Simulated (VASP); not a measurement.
# Fe (Fd-3m) in VASP: a series of runs

Fe is run at these levels: PBE; tasks: single point, relaxation of cell and atoms.

All numbers are computed with VASP 6.6.1; they aren't measurements. Logs are shortened: lines on timing, memory, paths and dates and some standing lists are left out, and cuts for length are marked.

### 1 The cell of the first run

It takes space group Fd-3m (No. 227, cubic). Conventional cell: a = 4.873 Å, b = 4.873 Å, c = 4.873 Å, α = 90.00°, β = 90.00°, γ = 90.00°. Fe (site symmetry -43m) has 4 Fe at 2.11 Å within 2.8 Å.

### 2 Single point, PBE

Input file INCAR:

```
  PREC = Accurate
  ENCUT = 520
  EDIFF = 1E-6
  ISMEAR = 0
  SIGMA = 0.1
  LREAL = F
  LASPH = T
  NELM = 80
  ALGO = Normal
  ISIF = 2
  LWAVE = F
  LCHARG = T
  GGA = PE
  LELF = T
  LVHAR = T
  NBANDS = 15
```

Input file KPOINTS:

```
Automatic mesh
0
Gamma
  6 6 6
```

Input file POSCAR:

```
Fe
1.0
    0.0000000000      2.4365235877      2.4365235877
    2.4365235877      0.0000000000      2.4365235877
    2.4365235877      2.4365235877      0.0000000000
Fe
2
Direct
    0.5000000000      0.5000000000      0.5000000000
    0.7500000000      0.7500000000      0.7500000000
```

Potentials or basis: VASP PAW PBE potentials, release 64 (Fe).

On the command line:

```bash
$ cat potpaw_PBE.64/Fe/POTCAR > POTCAR
$ mpirun -np 1 vasp_std > vasp.out
```

OUTCAR:

```text
PREC = Accurate
   ENCUT = 520
   EDIFF = 1E-6
   ISMEAR = 0
   LREAL = F
   LASPH = T
   NELM = 80
   ISIF = 2
   GGA = PE

 ion  position               nearest neighbor table
   1  0.500  0.500  0.500-   2 2.11   2 2.11   2 2.11   2 2.11
   2  0.750  0.750  0.750-   1 2.11   1 2.11   1 2.11   1 2.11

  LATTYP: Found a face centered cubic cell.
 ALAT       =     4.8730471754

  Lattice vectors:

 A1 = (   0.0000000000,   2.4365235877,   2.4365235877)
 A2 = (   2.4365235877,   0.0000000000,   2.4365235877)
 A3 = (   2.4365235877,   2.4365235877,   0.0000000000)

Analysis of symmetry for initial positions (statically):
=====================================================================
 Subroutine PRICEL returns:
 Original cell was already a primitive cell.

 Routine SETGRP: Setting up the symmetry group for a
 face centered cubic supercell.

 Subroutine GETGRP returns: Found 48 space group operations
 (whereof 24 operations were pure point group operations)
 out of a pool of 48 trial point group operations.

The static configuration has the point symmetry T_d .
 The point group associated with its full space group is O_h .

Analysis of symmetry for dynamics (positions and initial velocities):
=====================================================================
 Subroutine PRICEL returns:
 Original cell was already a primitive cell.

 Routine SETGRP: Setting up the symmetry group for a
 face centered cubic supercell.

 Subroutine GETGRP returns: Found 48 space group operations
 (whereof 24 operations were pure point group operations)
 out of a pool of 48 trial point group operations.

The dynamic configuration has the point symmetry T_d .
 The point group associated with its full space group is O_h .

 Subroutine INISYM returns: Found 48 space group operations
 (whereof 24 operations are pure point group operations),
 and found     1 'primitive' translations

----------------------------------------------------------------------------------------

                                     Primitive cell

  volume of cell :      28.9296

  direct lattice vectors                    reciprocal lattice vectors
     0.000000000  2.436523588  2.436523588    -0.205210408  0.205210408  0.205210408
     2.436523588  0.000000000  2.436523588     0.205210408 -0.205210408  0.205210408
     2.436523588  2.436523588  0.000000000     0.205210408  0.205210408 -0.205210408

  length of vectors
[... 83 lines left out ...]
   PSTRESS=    0.0 pullay stress
   NELECT =      16.0000    total number of electrons
   NUPDOWN=      -1.0000    fix difference up-down
   EMIN   =  10.00;   EMAX   =-10.00  energy-range for DOS
   EFERMI =   0.00;   METHOD = LEGACY
   ISMEAR =     0;   SIGMA  =   0.10  broadening in eV -4-tet -1-fermi 0-gaus
   EFERMI_NEDOS =   21; number of points for ismear=-14 and -15
   IALGO  =     38    algorithm
   IMIX   =      4    mixing-type and parameters
     AMIX     =   0.40;   BMIX     =  1.00
     AMIX_MAG =   1.60;   BMIX_MAG =  1.00
  volume/ion in A,a.u.               =      14.46        97.61
  Fermi-wavevector in a.u.,A,eV,Ry     =   1.343799  2.539411 24.569331  1.805795
  Thomas-Fermi vector in A             =   2.471844
   LORBIT       =      0    0 simple, 1 ext, 2 COOP (PROOUT), +10 PAW based schemes
   GGA     = PE    functional components
   LHFCALC =     F    Hartree Fock is set to
   AEXX    =    0.0000 exact exchange contribution
   IVDW    =     0    specifies the selected vdW correction
   LEPSILON=     F    determine dielectric tensor
   LRPA    =     F    only Hartree local field effects (RPA)
 non-spin polarized calculation
 Gauss-broadening in eV      SIGMA  =   0.10
  energy-cutoff  :      520.00
  volume of cell :       28.93
 maximum number of plane-waves:       791
 NGX is ok and might be reduce to    28
   NGX = 13   NGY = 13   NGZ = 13

 number of electron      16.0000007 magnetization

 Free energy of the ion-electron system (eV)
  ---------------------------------------------------
  ext. energy  EPLUGINS =         0.00000000
  ---------------------------------------------------
  free energy    TOTEN  =       -13.99177816 eV

  energy without entropy =      -13.97729333  energy(sigma->0) =      -13.98453574

 E-fermi :   3.6042     XC(G=0): -11.5154

 val. band max:        3.4942448685   @ k =   0.3333   0.1667   0.0000
 cond. band min:       3.6278955246   @ k =   0.5000   0.1667   0.0000
 fundamental gap:      0.1336506561
 Fermi energy:         3.6041652722

 k-point     1 :       0.0000    0.0000    0.0000
  band No.  band energies     occupation
      1      -3.0522      2.00000
      2       0.8640      2.00000
      3       0.8640      2.00000
      4       1.1642      2.00000
      5       1.1642      2.00000
      6       1.1642      2.00000
      7       3.2091      2.00000
      8       3.2091      2.00000
      9       3.2091      2.00000
     10       4.8320      0.00000
     11       4.8320      0.00000
     12      17.8859      0.00000
     13      17.8859      0.00000
     14      17.8859      0.00000
[... 257 lines left out ...]
      2       0.0645      2.00000
      3       1.4844      2.00000
      4       1.4844      2.00000
      5       2.1771      2.00000
      6       2.1771      2.00000
      7       2.6672      2.00000
      8       2.6672      2.00000
      9       4.9784      0.00000
     10       4.9784      0.00000
     11       6.5841      0.00000
     12       6.5841      0.00000
     13       7.8237      0.00000
     14       7.8237      0.00000
     15      17.5339      0.00000

------------------------ aborting loop because EDIFF is reached ----------------------------------------

  FORCE on cell =-STRESS in cart. coord.  units (eV):
  Direction    XX          YY          ZZ          XY          YZ          ZX
  --------------------------------------------------------------------------------------
  -------------------------------------------------------------------------------------
  Total       -0.2581546     -0.2581546     -0.2581546      0.0000000      0.0000000      0.0000000
  in kB      -14.2971190    -14.2971190    -14.2971190      0.0000000      0.0000000      0.0000000
  external PRESSURE =     -14.2971190 kB  Pullay stress =       0.0000000 kB

 VOLUME and BASIS-vectors are now :
 -----------------------------------------------------------------------------
  energy-cutoff  :      520.00
  volume of cell :       28.93
      direct lattice vectors                 reciprocal lattice vectors
     0.000000000  2.436523588  2.436523588    -0.205210408  0.205210408  0.205210408
     2.436523588  0.000000000  2.436523588     0.205210408 -0.205210408  0.205210408
     2.436523588  2.436523588  0.000000000     0.205210408  0.205210408 -0.205210408

 POSITION                                       TOTAL-FORCE (eV/Angst)
 -----------------------------------------------------------------------------------
      2.43652      2.43652      2.43652        -0.000000     -0.000000     -0.000000
      3.65479      3.65479      3.65479         0.000000      0.000000      0.000000
 -----------------------------------------------------------------------------------
    total drift:                                0.000000      0.000000      0.000000

  FREE ENERGIE OF THE ION-ELECTRON SYSTEM (eV)
  ---------------------------------------------------
  free  energy   TOTEN  =       -13.9917781597 eV

  energy  without entropy=      -13.9772933254  energy(sigma->0) =      -13.98453574
```

stdout:

```text
POSCAR found type information on POSCAR Fe
 POSCAR found :  1 types and       2 ions
 scaLAPACK will be used
 LDA part: xc-table for (Slater+PW92), standard interpolation
 POSCAR, INCAR and KPOINTS ok, starting setup
 FFT: planning ... GRIDC
 FFT: planning ... GRID_SOFT
 FFT: planning ... GRID
 WAVECAR not read
 entering main loop
```

Run time: 6.5 s. Hardware: 1 thread of Intel Xeon 6975P-C (Granite Rapids), shared host; peak memory 0.15 GiB.

Results:

```
Free energy            : -13.9918 eV
Pressure               : -1.4 GPa
Band gap on the k mesh : zero (band 8 reaches 3.87 eV, above the bottom of band 9 at 3.20 eV)
```

Caveat: the k points lie up to 0.37 Å⁻¹ apart; the run has no spin polarisation, though such a crystal can be magnetic. Spin polarisation is off, so any magnetic state and its effect on volume and gap are missing.

### 3 Relaxation of cell and atoms, PBE

This run uses another cell than the first one, of 13.41 Å³/atom, 0.927 times its volume.

Input file INCAR:

```
  PREC = Accurate
  ENCUT = 600
  EDIFF = 1E-6
  ISMEAR = 0
  SIGMA = 0.1
  LREAL = F
  LASPH = T
  NELM = 80
  ALGO = Normal
  ISIF = 3
  LWAVE = F
  LCHARG = F
  GGA = PE
  IBRION = 2
  NSW = 90
  EDIFFG = -0.04
```

KPOINTS is that of step 2.

Input file POSCAR:

```
Fe
1.0
    0.0000000000      2.3755431895      2.3755431895
    2.3755431895      0.0000000000      2.3755431895
    2.3755431895      2.3755431895      0.0000000000
Fe
2
Direct
    0.5000000000      0.5000000000      0.5000000000
    0.7500000000      0.7500000000      0.7500000000
```

Potentials or basis: VASP PAW PBE potentials, release 64 (Fe).

On the command line:

```bash
$ cat potpaw_PBE.64/Fe/POTCAR > POTCAR
$ mpirun -np 1 vasp_std > vasp.out
```

OUTCAR:

```text
PREC = Accurate
   ENCUT = 600
   EDIFF = 1E-6
   ISMEAR = 0
   LREAL = F
   LASPH = T
   NELM = 80
   ISIF = 3
   GGA = PE
   IBRION = 2
   NSW = 90
   EDIFFG = -0.04

 ion  position               nearest neighbor table
   1  0.500  0.500  0.500-   2 2.06   2 2.06   2 2.06   2 2.06
   2  0.750  0.750  0.750-   1 2.06   1 2.06   1 2.06   1 2.06

  LATTYP: Found a face centered cubic cell.
 ALAT       =     4.7510863790

  Lattice vectors:

 A1 = (   0.0000000000,   2.3755431895,   2.3755431895)
 A2 = (   2.3755431895,   0.0000000000,   2.3755431895)
 A3 = (   2.3755431895,   2.3755431895,   0.0000000000)

Analysis of symmetry for initial positions (statically):
=====================================================================
 Subroutine PRICEL returns:
 Original cell was already a primitive cell.

 Routine SETGRP: Setting up the symmetry group for a
 face centered cubic supercell.

[... 146 lines left out ...]
  volume of cell :       26.81
 maximum number of plane-waves:       934
   NGX = 13   NGY = 13   NGZ = 13

--------------------------------------- Ionic step        1  -------------------------------------------

 number of electron      15.9999993 magnetization

 Free energy of the ion-electron system (eV)
  ---------------------------------------------------
  ext. energy  EPLUGINS =         0.00000000
  ---------------------------------------------------
  free energy    TOTEN  =       -13.92965212 eV

  energy without entropy =      -13.91725444  energy(sigma->0) =      -13.92345328

------------------------ aborting loop because EDIFF is reached ----------------------------------------

  FORCE on cell =-STRESS in cart. coord.  units (eV):
  Direction    XX          YY          ZZ          XY          YZ          ZX
  --------------------------------------------------------------------------------------
  -------------------------------------------------------------------------------------
  Total        1.9341777      1.9341777      1.9341777      0.0000000     -0.0000000     -0.0000000
  in kB      115.5814588    115.5814588    115.5814588      0.0000000     -0.0000000     -0.0000000
  external PRESSURE =     115.5814588 kB  Pullay stress =       0.0000000 kB
[... 59 lines left out ...]
--------------------------------------- Ionic step        3  -------------------------------------------

 number of electron      16.0000009 magnetization

 Free energy of the ion-electron system (eV)
  ---------------------------------------------------
  ext. energy  EPLUGINS =         0.00000000
  ---------------------------------------------------
  free energy    TOTEN  =       -13.99181496 eV

  energy without entropy =      -13.97760523  energy(sigma->0) =      -13.98471010

 E-fermi :   3.6828     XC(G=0): -11.5629

 val. band max:        3.5699048400   @ k =   0.3333   0.1667   0.0000
 cond. band min:       3.7076000696   @ k =   0.5000   0.1667   0.0000
 fundamental gap:      0.1376952296
 Fermi energy:         3.6827778476

 k-point     1 :       0.0000    0.0000    0.0000
  band No.  band energies     occupation
      1      -3.0179      2.00000
      2       0.9068      2.00000
      3       0.9068      2.00000
      4       1.2171      2.00000
      5       1.2171      2.00000
      6       1.2171      2.00000
      7       3.2829      2.00000
      8       3.2829      2.00000
      9       3.2829      2.00000
     10       4.9278      0.00000
     11       4.9278      0.00000
     12      18.0579      0.00000
[... 252 lines left out ...]
  FREE ENERGIE OF THE ION-ELECTRON SYSTEM (eV)
  ---------------------------------------------------
  free  energy   TOTEN  =       -13.9918149646 eV

  energy  without entropy=      -13.9776052285  energy(sigma->0) =      -13.98471010

 reached required accuracy - stopping structural energy minimisation
```

OSZICAR:

```text
N       E                     dE             d eps       ncg     rms          rms(c)
DAV:   1     0.951091751052E+02    0.95109E+02   -0.80311E+03   384   0.187E+03
DAV:   2    -0.106314019543E+02   -0.10574E+03   -0.96544E+02   392   0.298E+02
DAV:   3    -0.153090868692E+02   -0.46777E+01   -0.40610E+01   476   0.773E+01
[... 25 lines left out ...]
DAV:   4    -0.139927932700E+02    0.12250E-01   -0.82987E-03   412   0.114E+00    0.291E-01
DAV:   5    -0.139918104682E+02    0.98280E-03   -0.24648E-03   428   0.445E-01    0.524E-02
DAV:   6    -0.139918197510E+02   -0.92827E-05   -0.10283E-04   420   0.172E-01    0.204E-02
DAV:   7    -0.139918147694E+02    0.49816E-05   -0.24405E-06   416   0.148E-02    0.223E-03
DAV:   8    -0.139918149646E+02   -0.19528E-06   -0.10546E-07   196   0.565E-03
   3 F= -.13991815E+02 E0= -.13984710E+02  d E =-.621628E-01
```

Wall time 15 s (1 thread of Intel Xeon 6975P-C (Granite Rapids), shared host); peak memory 0.15 GiB.

What came out:

```
Free energy                            : -13.9918 eV
Relaxed volume                         : 14.33 Å³/atom
Relaxed cell                           : a = 3.435 Å, b = 3.435 Å, c = 3.435 Å, α = 60.00°, β = 60.00°, γ = 60.00°
Space group after relaxing (to 0.05 Å) : Fd-3m (No. 227)
Energy gained by relaxing              : 31.1 meV/atom
Ionic steps                            : 3
Pressure after relaxing                : -0.1 GPa
Band gap on the k mesh                 : zero (band 8 reaches 3.95 eV, above the bottom of band 9 at 3.27 eV)
```

Step by step:
| step | energy change (eV) | largest force (eV/Å) | pressure (GPa) | volume (Å³) |
| --- | --- | --- | --- | --- |
| 1 | 0.0000 | 0.0000 | 11.56 | 26.81 |
| 2 | 0.0020 | 0.0000 | -9.19 | 30.74 |
| 3 | -0.0622 | 0.0000 | -0.10 | 28.66 |

Final structure:
```xyz
2
Lattice="0.0000 2.4290 2.4290 2.4290 0.0000 2.4290 2.4290 2.4290 0.0000" Properties=species:S:1:pos:R:3 pbc="T T T"
Fe    2.4290    2.4290    2.4290
Fe    3.6435    3.6435    3.6435
```

Caveat: the k points lie up to 0.37 Å⁻¹ apart in the final cell; the run has no spin polarisation, though such a crystal can be magnetic.

(Part 1 of 3 ends here.)
